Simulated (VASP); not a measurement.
# Hf (Fm-3m) in VASP: notebook

The runs below take Hf through single point, with LDA, RPBE.

All numbers are computed with VASP 6.6.1; they aren't measurements. Logs are shortened: lines on timing, memory, paths and dates and some standing lists are left out, and cuts for length are marked.

**1. The cell of the first run**

Symmetry: Fm-3m, No. 225, cubic system. The conventional cell has a = 4.469 Å, b = 4.469 Å, c = 4.469 Å, α = 90.00°, β = 90.00°, γ = 90.00°. Hf (site symmetry m-3m) has 12 Hf at 3.16 Å within 4.2 Å.

**2. Single point, LDA (volume scaled by 1.02)**

INCAR

```
PREC     = Accurate       # precision mode
ENCUT    = 520            # plane-wave cutoff, eV
EDIFF    = 1E-6           # SCF threshold, eV
ISMEAR   = -1             # smearing method
SIGMA    = 0.05           # smearing width, eV
LREAL    = F              # projectors in reciprocal space
LASPH    = T              # aspherical terms in the spheres
NELM     = 60             # most SCF steps
ALGO     = Normal         # electronic algorithm
ISIF     = 2              # what is computed and relaxed
LWAVE    = F              # write WAVECAR
LCHARG   = F              # write CHGCAR
NBANDS   = 11             # bands
```

KPOINTS

```
regular mesh
0
Gamma
  10 10 10
```

POSCAR

```
Hf
1.0
    0.0000000000      2.2347024152      2.2347024152
    2.2347024152      0.0000000000      2.2347024152
    2.2347024152      2.2347024152      0.0000000000
Hf
1
Direct
    0.0000000000      0.0000000000      0.0000000000
```

Potentials or basis: VASP PAW LDA potentials, release 64 (Hf_pv).

Run with:

```console
$ cat potpaw_LDA.64/Hf_pv/POTCAR > POTCAR
$ mpirun -np 1 vasp_std > vasp.out
```

OUTCAR:

```text
PREC = Accurate
   ENCUT = 520
   EDIFF = 1E-6
   ISMEAR = -1
   LREAL = F
   LASPH = T
   NELM = 60
   ISIF = 2

 ion  position               nearest neighbor table
   1  0.000  0.000  0.000-

  LATTYP: Found a face centered cubic cell.
 ALAT       =     4.4694048304

  Lattice vectors:

 A1 = (   0.0000000000,   2.2347024152,   2.2347024152)
 A2 = (   2.2347024152,   0.0000000000,   2.2347024152)
 A3 = (   2.2347024152,   2.2347024152,   0.0000000000)

Analysis of symmetry for initial positions (statically):
=====================================================================
 Subroutine PRICEL returns:
 Original cell was already a primitive cell.

 Routine SETGRP: Setting up the symmetry group for a
 face centered cubic supercell.

 Subroutine GETGRP returns: Found 48 space group operations
 (whereof 48 operations were pure point group operations)
 out of a pool of 48 trial point group operations.

The static configuration has the point symmetry O_h .

Analysis of symmetry for dynamics (positions and initial velocities):
=====================================================================
 Subroutine PRICEL returns:
 Original cell was already a primitive cell.

 Routine SETGRP: Setting up the symmetry group for a
 face centered cubic supercell.

 Subroutine GETGRP returns: Found 48 space group operations
 (whereof 48 operations were pure point group operations)
 out of a pool of 48 trial point group operations.

The dynamic configuration has the point symmetry O_h .

 Subroutine INISYM returns: Found 48 space group operations
 (whereof 48 operations are pure point group operations),
 and found     1 'primitive' translations

----------------------------------------------------------------------------------------

                                     Primitive cell

  volume of cell :      22.3197

  direct lattice vectors                    reciprocal lattice vectors
     0.000000000  2.234702415  2.234702415    -0.223743437  0.223743437  0.223743437
     2.234702415  0.000000000  2.234702415     0.223743437 -0.223743437  0.223743437
     2.234702415  2.234702415  0.000000000     0.223743437  0.223743437 -0.223743437

  length of vectors
     3.160346463  3.160346463  3.160346463     0.387535001  0.387535001  0.387535001

  position of ions in fractional coordinates (direct lattice)
     0.000000000  0.000000000  0.000000000

  ion indices of the primitive-cell ions
   primitive index   ion index
                 1           1

[... 71 lines left out ...]
   EDIFF  = 0.1E-05   stopping-criterion for ELM
   LREAL  =      F    real-space projection
   EDIFFG = 0.1E-04   stopping-criterion for IOM
   NSW    =      0    number of steps for IOM
   IBRION =     -1    ionic relax: 0-MD 1-quasi-New 2-CG
   NFREE  =      0    steps in history (QN), initial steepest desc. (CG)
   ISIF   =      2    stress and relaxation
   ISYM   =      2    0-nonsym 1-usesym 2-fastsym
   POTIM  = 0.5000    time-step for ionic-motion
   TEBEG  =    0.0;   TEEND  =   0.0 temperature during run
   PSTRESS=    0.0 pullay stress
   NELECT =      10.0000    total number of electrons
   NUPDOWN=      -1.0000    fix difference up-down
   EMIN   =  10.00;   EMAX   =-10.00  energy-range for DOS
   EFERMI =   0.00;   METHOD = LEGACY
   ISMEAR =    -1;   SIGMA  =   0.05  broadening in eV -4-tet -1-fermi 0-gaus
   EFERMI_NEDOS =   21; number of points for ismear=-14 and -15
   IALGO  =     38    algorithm
   IMIX   =      4    mixing-type and parameters
     AMIX     =   0.40;   BMIX     =  1.00
     AMIX_MAG =   1.60;   BMIX_MAG =  1.00
  volume/ion in A,a.u.               =      22.32       150.62
  Fermi-wavevector in a.u.,A,eV,Ry     =   1.252694  2.367249 21.350851  1.569243
  Thomas-Fermi vector in A             =   2.386583
   LORBIT       =      0    0 simple, 1 ext, 2 COOP (PROOUT), +10 PAW based schemes
   GGA     = CA    functional components
   LHFCALC =     F    Hartree Fock is set to
   AEXX    =    0.0000 exact exchange contribution
   IVDW    =     0    specifies the selected vdW correction
   LEPSILON=     F    determine dielectric tensor
   LRPA    =     F    only Hartree local field effects (RPA)
 non-spin polarized calculation
  energy-cutoff  :      520.00
  volume of cell :       22.32
 maximum number of plane-waves:       620
   NGX = 11   NGY = 11   NGZ = 11

 number of electron      10.0000000 magnetization

 number of electron       9.9999999 magnetization

 Free energy of the ion-electron system (eV)
  ---------------------------------------------------
  ext. energy  EPLUGINS =         0.00000000
  ---------------------------------------------------
  free energy    TOTEN  =       -10.60101239 eV

  energy without entropy =      -10.58986191  energy(sigma->0) =      -10.59543715

 E-fermi :   4.6457     XC(G=0): -11.4817

 val. band max:        4.6331392378   @ k =   0.3000   0.0000   0.0000
 cond. band min:       4.6511622395   @ k =  -0.2000   0.1000   0.0000
 fundamental gap:      0.0180230017
 Fermi energy:         4.6457092881

 k-point     1 :       0.0000    0.0000    0.0000
  band No.  band energies     occupation
      1     -25.2156      2.00000
      2     -25.2156      2.00000
      3     -25.2156      2.00000
      4      -2.5234      2.00000
      5       5.9637      0.00000
      6       5.9637      0.00000
      7       5.9637      0.00000
      8       8.7176      0.00000
      9       8.7176      0.00000
     10      16.0681      0.00000
     11      16.7545      0.00000
[... 309 lines left out ...]
 k-point    24 :       0.4000    0.3000    0.0000
  band No.  band energies     occupation
      1     -25.8560      2.00000
      2     -25.4748      2.00000
      3     -25.4477      2.00000
      4       1.3729      2.00000
      5       3.1122      2.00000
      6       5.4833      0.00000
      7       8.6591      0.00000
      8       9.6769      0.00000
      9      10.7057      0.00000
     10      16.3172      0.00000
     11      16.7815      0.00000

 [... further k-points ...]
[... 5 lines left out ...]
  --------------------------------------------------------------------------------------
  -------------------------------------------------------------------------------------
  Total       -1.0609670     -1.0609670     -1.0609670     -0.0000000     -0.0000000      0.0000000
  in kB      -76.1593760    -76.1593760    -76.1593760     -0.0000000     -0.0000000      0.0000000
  external PRESSURE =     -76.1593760 kB  Pullay stress =       0.0000000 kB

 VOLUME and BASIS-vectors are now :
 -----------------------------------------------------------------------------
  energy-cutoff  :      520.00
  volume of cell :       22.32
      direct lattice vectors                 reciprocal lattice vectors
     0.000000000  2.234702415  2.234702415    -0.223743437  0.223743437  0.223743437
     2.234702415  0.000000000  2.234702415     0.223743437 -0.223743437  0.223743437
     2.234702415  2.234702415  0.000000000     0.223743437  0.223743437 -0.223743437

 POSITION                                       TOTAL-FORCE (eV/Angst)
 -----------------------------------------------------------------------------------
      0.00000      0.00000      0.00000        -0.000000     -0.000000      0.000000
 -----------------------------------------------------------------------------------
    total drift:                               -0.000000      0.000000      0.000000

  FREE ENERGIE OF THE ION-ELECTRON SYSTEM (eV)
  ---------------------------------------------------
  free  energy   TOTEN  =       -10.6010123874 eV

  energy  without entropy=      -10.5898619076  energy(sigma->0) =      -10.59543715
```

stdout:

```text
POSCAR found type information on POSCAR Hf
 POSCAR found :  1 types and       1 ions
 scaLAPACK will be used
 LDA part: xc-table for (Slater(with rela. corr.)+CA(PZ))
 , standard interpolation
 POSCAR, INCAR and KPOINTS ok, starting setup
 FFT: planning ... GRIDC
 FFT: planning ... GRID_SOFT
 FFT: planning ... GRID
 WAVECAR not read
 entering main loop
```

It took 5.1 s on 1 thread of AMD EPYC 9R45 (Zen 5), shared host; peak memory 0.1 GiB.

Results:

| Item | Value |
| --- | --- |
| Free energy | -10.6010 eV |
| Pressure | -7.6 GPa |
| Band gap on the k mesh | zero (band 5 reaches 5.96 eV, above the bottom of band 6 at 4.24 eV) |

Caveat: spin-orbit coupling is left out, which moves the levels of the heavy elements.

**3. Single point, LDA (volume scaled by 1.04)**

INCAR

```
PREC = Accurate
ENCUT = 520
EDIFF = 1E-6
ISMEAR = -1
SIGMA = 0.05
LREAL = False
LASPH = True
NELM = 80
ALGO = Normal
ISIF = 2
LWAVE = False
LCHARG = False
NBANDS = 11
```

KPOINTS

```
Automatic mesh
0
Gamma
  10 10 10
```

POSCAR

```
Hf
1.0
    0.0000000000      2.2492138765      2.2492138765
    2.2492138765      0.0000000000      2.2492138765
    2.2492138765      2.2492138765      0.0000000000
Hf
1
Direct
    0.0000000000      0.0000000000      0.0000000000
```

Potentials or basis: VASP PAW LDA potentials, release 64 (Hf_pv).

Run with:

```console
$ cat potpaw_LDA.64/Hf_pv/POTCAR > POTCAR
$ mpirun -np 1 vasp_std > vasp.out
```

OUTCAR:

```text
PREC = Accurate
   ENCUT = 520
   EDIFF = 1E-6
   ISMEAR = -1
   LREAL = False
   LASPH = True
   NELM = 80
   ISIF = 2

 ion  position               nearest neighbor table
   1  0.000  0.000  0.000-

  LATTYP: Found a face centered cubic cell.
 ALAT       =     4.4984277530

  Lattice vectors:

 A1 = (   0.0000000000,   2.2492138765,   2.2492138765)
 A2 = (   2.2492138765,   0.0000000000,   2.2492138765)
 A3 = (   2.2492138765,   2.2492138765,   0.0000000000)

[... 514 lines left out ...]
     11      16.5694      0.00000

 [... further k-points ...]

------------------------ aborting loop because EDIFF is reached ----------------------------------------

  FORCE on cell =-STRESS in cart. coord.  units (eV):
  Direction    XX          YY          ZZ          XY          YZ          ZX
  --------------------------------------------------------------------------------------
  -------------------------------------------------------------------------------------
  Total       -1.3270345     -1.3270345     -1.3270345      0.0000000     -0.0000000      0.0000000
  in kB      -93.4266000    -93.4266000    -93.4266000      0.0000000     -0.0000000      0.0000000
  external PRESSURE =     -93.4266000 kB  Pullay stress =       0.0000000 kB

 VOLUME and BASIS-vectors are now :
 -----------------------------------------------------------------------------
  energy-cutoff  :      520.00
  volume of cell :       22.76
      direct lattice vectors                 reciprocal lattice vectors
     0.000000000  2.249213876  2.249213876    -0.222299891  0.222299891  0.222299891
     2.249213876  0.000000000  2.249213876     0.222299891 -0.222299891  0.222299891
     2.249213876  2.249213876  0.000000000     0.222299891  0.222299891 -0.222299891

 POSITION                                       TOTAL-FORCE (eV/Angst)
 -----------------------------------------------------------------------------------
      0.00000      0.00000      0.00000         0.000000     -0.000000     -0.000000
 -----------------------------------------------------------------------------------
    total drift:                               -0.000000     -0.000000     -0.000000

  FREE ENERGIE OF THE ION-ELECTRON SYSTEM (eV)
  ---------------------------------------------------
  free  energy   TOTEN  =       -10.5778592883 eV

  energy  without entropy=      -10.5662724059  energy(sigma->0) =      -10.57206585
```

OSZICAR:

```text
N       E                     dE             d eps       ncg     rms          rms(c)
DAV:   1     0.119528757657E+02    0.11953E+02   -0.56773E+03  1034   0.830E+02
DAV:   2    -0.105320535227E+02   -0.22485E+02   -0.21831E+02  1344   0.155E+02
DAV:   3    -0.109572087436E+02   -0.42516E+00   -0.41879E+00  1332   0.145E+01
DAV:   4    -0.109587682841E+02   -0.15595E-02   -0.15594E-02  1154   0.103E+00
DAV:   5    -0.109587765287E+02   -0.82446E-05   -0.82443E-05  1330   0.704E-02    0.452E+01
DAV:   6    -0.106742588655E+02    0.28452E+00   -0.23552E-01  1166   0.342E+00    0.262E+01
DAV:   7    -0.105814238965E+02    0.92835E-01   -0.32124E-01  1169   0.384E+00    0.137E+00
DAV:   8    -0.105778290289E+02    0.35949E-02   -0.22558E-02  1166   0.100E+00    0.409E-01
DAV:   9    -0.105778608745E+02   -0.31846E-04   -0.34300E-04  1225   0.137E-01    0.664E-02
DAV:  10    -0.105778598840E+02    0.99050E-06   -0.13671E-05  1190   0.267E-02    0.489E-02
DAV:  11    -0.105778592883E+02    0.59577E-06   -0.15402E-06  1093   0.951E-03
   1 F= -.10577859E+02 E0= -.10572066E+02  d E =-.115869E-01
```

It took 5.2 s on 1 thread of AMD EPYC 9R45 (Zen 5), shared host; peak memory 0.1 GiB.

Results:

| Item | Value |
| --- | --- |
| Free energy | -10.5779 eV |
| Pressure | -9.3 GPa |
| Band gap on the k mesh | zero (band 5 reaches 5.82 eV, above the bottom of band 6 at 4.11 eV) |

Levels at points of the mesh, in eV from the Fermi level:
| k point | band 1 | band 2 | band 3 | band 4 | band 5 | band 6 | band 7 | band 8 | band 9 | band 10 |
| --- | --- | --- | --- | --- | --- | --- | --- | --- | --- | --- |
| (0.00, 0.00, 0.00) | -29.93 | -29.93 | -29.93 | -7.10 | 1.31 | 1.31 | 1.31 | 3.99 | 3.99 | 11.36 |
| (0.50, 0.00, 0.00) | -30.71 | -30.04 | -30.04 | -3.60 | 0.66 | 1.09 | 1.09 | 6.08 | 6.08 | 9.07 |
| (0.50, 0.50, 0.00) | -30.67 | -30.21 | -30.21 | -3.21 | -2.11 | 2.55 | 6.07 | 6.70 | 6.70 | 9.80 |

Caveat: spin-orbit coupling is left out, which moves the levels of the heavy elements.

(Part 1 of 2 ends here.)
